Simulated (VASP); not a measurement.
A run of VASP 6.6.1 is set up as follows.

The input INCAR:

```
ALGO = Normal ; EDIFF = 1E-6
ENCUT = 520 ; GGA = RE
ISIF = 2 ; ISMEAR = -1
LASPH = True ; LCHARG = False
LREAL = False ; LWAVE = False
NBANDS = 18 ; NELM = 60
PREC = Accurate ; SIGMA = 0.1
```

KPOINTS

```
k-points
0
Gamma
  11 11 11
```

POSCAR

```
Cu
1.0
    0.0000000000      2.7794492139      2.7794492139
    2.7794492139      0.0000000000      2.7794492139
    2.7794492139      2.7794492139      0.0000000000
Cu
2
Direct
    0.1250000000      0.1250000000      0.1250000000
    0.8750000000      0.8750000000      0.8750000000
```

Potentials or basis: VASP PAW PBE potentials, release 64 (Cu).

Launch:

```sh
$ cat potpaw_PBE.64/Cu/POTCAR > POTCAR
$ mpirun -np 1 vasp_std > vasp.out
```

**Question.** What does it give for the band gap on the k mesh?

**Answer.** Zero (band 11 reaches 2.37 eV, above the bottom of band 12 at 1.72 eV).

**Question.** Estimate the pressure.

**Answer.** -2.9 GPa.

Caveat: the PAW data sets were made with another functional, which shifts forces and pressure a little.
